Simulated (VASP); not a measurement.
# Pd (Fm-3m) in VASP: further runs, part 2 of 2

VASP 6.6.1. Earlier steps stand in the parts before.

## Step 3: Relaxation of volume and atoms at fixed shape, r2SCAN

This run uses another cell than the first one, of 14.75 Å³/atom, 0.988 times its volume.

File POSCAR:

```
Pd
1.0
    0.0000000000      1.9465000000      1.9465000000
    1.9465000000      0.0000000000      1.9465000000
    1.9465000000      1.9465000000      0.0000000000
Pd
1
Direct
    0.0000000000      0.0000000000      0.0000000000
```

File INCAR.step1:

```
SYSTEM = Pd
PREC = Accurate
ENCUT = 600
ISMEAR = 0
SIGMA = 0.1
LREAL = .FALSE.
LASPH = .TRUE.
NELM = 60
GGA = PE
ALGO = Normal
EDIFF = 1E-4
LWAVE = .TRUE.
LCHARG = .FALSE.
```

File INCAR.step2:

```
SYSTEM = Pd
PREC = Accurate
ENCUT = 600
EDIFF = 1E-6
ISMEAR = 0
SIGMA = 0.1
LREAL = .FALSE.
LASPH = .TRUE.
NELM = 60
ALGO = Normal
ISIF = 8
LWAVE = .FALSE.
LCHARG = .FALSE.
METAGGA = R2SCAN
LMIXTAU = .TRUE.
IBRION = 2
NSW = 80
EDIFFG = -0.03
ISTART = 1
```

File KPOINTS:

```
Automatic mesh
0
G
  19 19 19
  0 0 0
```

Potentials or basis: VASP PAW PBE potentials, release 64 (Pd).

Launch:

```console
cat potpaw_PBE.64/Pd/POTCAR > POTCAR
cp INCAR.step1 INCAR
mpirun -np 1 vasp_std > vasp.out
cp INCAR.step2 INCAR
mpirun -np 1 vasp_std > vasp.out
```

OUTCAR:

```text
SYSTEM = Pd
   PREC = Accurate
   ENCUT = 600
   EDIFF = 1E-6
   ISMEAR = 0
   LREAL = .FALSE.
   LASPH = .TRUE.
   NELM = 60
   ISIF = 8
   METAGGA = R2SCAN
   IBRION = 2
   NSW = 80
   EDIFFG = -0.03
   ISTART = 1

 ion  position               nearest neighbor table
   1  0.000  0.000  0.000-

  LATTYP: Found a face centered cubic cell.
 ALAT       =     3.8930000000

  Lattice vectors:

 A1 = (   0.0000000000,   1.9465000000,   1.9465000000)
 A2 = (   1.9465000000,   0.0000000000,   1.9465000000)
 A3 = (   1.9465000000,   1.9465000000,   0.0000000000)

Analysis of symmetry for initial positions (statically):
=====================================================================
 Subroutine PRICEL returns:
 Original cell was already a primitive cell.

 Routine SETGRP: Setting up the symmetry group for a
 face centered cubic supercell.

 Subroutine GETGRP returns: Found 48 space group operations
 (whereof 48 operations were pure point group operations)
 out of a pool of 48 trial point group operations.

[... 168 lines left out ...]
  --------------------------------------------------------------------------------------
  -------------------------------------------------------------------------------------
  Total        0.2830687      0.2830687      0.2830687      0.0000000      0.0000000     -0.0000000
  in kB       30.7474549     30.7474549     30.7474549      0.0000000      0.0000000     -0.0000000
  external PRESSURE =      30.7474549 kB  Pullay stress =       0.0000000 kB
[... 57 lines left out ...]
--------------------------------------- Ionic step        3  -------------------------------------------

 number of electron       9.9999999 magnetization

 Free energy of the ion-electron system (eV)
  ---------------------------------------------------
  ext. energy  EPLUGINS =         0.00000000
  ---------------------------------------------------
  free energy    TOTEN  =       -22.95041884 eV

  energy without entropy =      -22.93904772  energy(sigma->0) =      -22.94473328

 E-fermi :   9.3683     XC(G=0): -14.0094

 val. band max:        9.3675949453   @ k =   0.4737   0.1579   0.0000
 cond. band min:       9.3684477630   @ k =  -0.2632   0.4211   0.1579
 fundamental gap:      0.0008528178
 Fermi energy:         9.3683342260

 k-point     1 :       0.0000    0.0000    0.0000
  band No.  band energies     occupation
      1       2.2854      2.00000
      2       6.5110      2.00000
      3       6.5110      2.00000
      4       6.5110      2.00000
      5       8.0809      2.00000
      6       8.0809      2.00000
      7      27.3592      0.00000
      8      31.8957      0.00000
      9      32.2508      0.00000
[... 265 lines left out ...]
 k-point    24 :      -0.2632    0.0526    0.0000
  band No.  band energies     occupation
      1       4.1997      2.00000
      2       6.6278      2.00000
      3       6.7984      2.00000
      4       6.8418      2.00000
      5       8.1966      2.00000
      6       8.7564      2.00000
      7      23.3346      0.00000
      8      28.1468      0.00000
      9      31.8978      0.00000

 [... further k-points ...]
[... 5 lines left out ...]
  --------------------------------------------------------------------------------------
  -------------------------------------------------------------------------------------
  Total        0.0052268      0.0052268      0.0052268      0.0000000      0.0000000      0.0000000
  in kB        0.5588193      0.5588193      0.5588193      0.0000000      0.0000000      0.0000000
  external PRESSURE =       0.5588193 kB  Pullay stress =       0.0000000 kB
[... 16 lines left out ...]
  FREE ENERGIE OF THE ION-ELECTRON SYSTEM (eV)
  ---------------------------------------------------
  free  energy   TOTEN  =       -22.9504188449 eV

  energy  without entropy=      -22.9390477180  energy(sigma->0) =      -22.94473328

 reached required accuracy - stopping structural energy minimisation
```

OUTCAR.step1:

```text
SYSTEM = Pd
   PREC = Accurate
   ENCUT = 600
   ISMEAR = 0
   LREAL = .FALSE.
   LASPH = .TRUE.
   NELM = 60
[... 507 lines left out ...]
 -----------------------------------------------------------------------------------
      0.00000      0.00000      0.00000         0.000000      0.000000      0.000000
 -----------------------------------------------------------------------------------
    total drift:                               -0.000000      0.000000      0.000000

  FREE ENERGIE OF THE ION-ELECTRON SYSTEM (eV)
  ---------------------------------------------------
  free  energy   TOTEN  =        -5.2100334976 eV

  energy  without entropy=       -5.1976292524  energy(sigma->0) =       -5.20383138
```

OSZICAR.step1:

```text
N       E                     dE             d eps       ncg     rms          rms(c)
DAV:   1     0.432667121647E+02    0.43267E+02   -0.57747E+03  3976   0.117E+03
DAV:   2    -0.508318169280E+01   -0.48350E+02   -0.47118E+02  4272   0.206E+02
DAV:   3    -0.548668589174E+01   -0.40350E+00   -0.40127E+00  4600   0.222E+01
DAV:   4    -0.548875328850E+01   -0.20674E-02   -0.20669E-02  4588   0.146E+00
DAV:   5    -0.548877744945E+01   -0.24161E-04   -0.24161E-04  4638   0.136E-01    0.778E+00
DAV:   6    -0.522413617903E+01    0.26464E+00   -0.12151E+00  4050   0.104E+01    0.382E+00
DAV:   7    -0.521375607569E+01    0.10380E-01   -0.72545E-03  4401   0.803E-01    0.202E+00
DAV:   8    -0.521003262394E+01    0.37235E-02   -0.10824E-03  4264   0.276E-01    0.559E-02
DAV:   9    -0.521003349765E+01   -0.87371E-06   -0.81551E-06  2338   0.303E-02
   1 F= -.52100335E+01 E0= -.52038314E+01  d E =-.124042E-01
```

It took 2.9 min on 1 thread of Intel Xeon 6975P-C, shared host; peak memory 0.19 GiB.

What came out:

```yaml
Free_energy: -22.9504 eV
Relaxed_volume: 14.99 Å³/atom
Relaxed_cell: a = 2.767 Å, b = 2.767 Å, c = 2.767 Å, α = 60.00°, β = 60.00°, γ = 60.00°
Space_group_after_relaxing_to_0.05_Å: Fm-3m (No. 225)
Energy_gained_by_relaxing: 2.2 meV/atom
Ionic_steps: 3
Pressure_after_relaxing: 0.1 GPa
Band_gap_on_the_k_mesh: zero (band 5 reaches 9.64 eV, above the bottom of band 6 at 8.02 eV)
```

Step by step:
```tsv
step	energy change (eV)	largest force (eV/Å)	pressure (GPa)	volume (Å³)
1	0.0000	0.0000	3.07	14.75
2	0.0031	0.0000	-4.35	15.36
3	-0.0022	0.0000	0.06	14.99
```

Final structure:
```
Pd
1.0
     0.00000    1.95680    1.95680
     1.95680    0.00000    1.95680
     1.95680    1.95680    0.00000
Pd
1
Direct
  0.00000 0.00000 0.00000
```

Caveat: the PAW data sets were made with another functional, which shifts forces and pressure a little. Zero-point motion and thermal expansion aren't in these numbers.
